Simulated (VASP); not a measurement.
MnO2, 6 atoms in the cell. Symmetry: Pmmn, No. 59, orthorhombic system. Conventional cell: a = 2.904 Å, b = 3.845 Å, c = 6.164 Å, α = 90.00°, β = 90.00°, γ = 90.00°. Within 2.4 Å of Mn (site symmetry mm2) lie 6 O at 1.83 to 2.05 Å. Within 2.4 Å of O (site symmetry mm2) lie 2 Mn at 1.83 Å. O (site symmetry mm2) has 4 Mn at 1.98 to 2.05 Å and 5 O at 2.56 to 2.59 Å within 2.6 Å. 

```yaml
Program: VASP 6.6.1
Task: single point
Functional: PBEsol
Potentials_or_basis: VASP PAW PBE potentials, release 64 (Mn_sv, O)
Cutoff: 700 eV
k_mesh: 9 × 7 × 5
Occupations: fermi-dirac, width 0.05 eV
Spin: no spin polarisation
Dipole_correction: no
Further_INCAR_settings: ALGO = Normal; EDIFF = 1e-06; NBANDS = 36
```

Potentials or basis: VASP PAW PBE potentials, release 64 (Mn_sv, O).

The run is started by

```bash
$ cat potpaw_PBE.64/Mn_sv/POTCAR potpaw_PBE.64/O/POTCAR > POTCAR
$ mpirun -np 1 vasp_std > vasp.out
```

Hardware: 1 thread of AMD EPYC 7571, with other jobs on the host.

Problem. Estimate the wall time of this run.

Solution. Run time: 9.3 min on 1 thread of AMD EPYC 7571 (shared host), peak memory 0.3 GiB. Counts: scf iterations 19, k points 60.
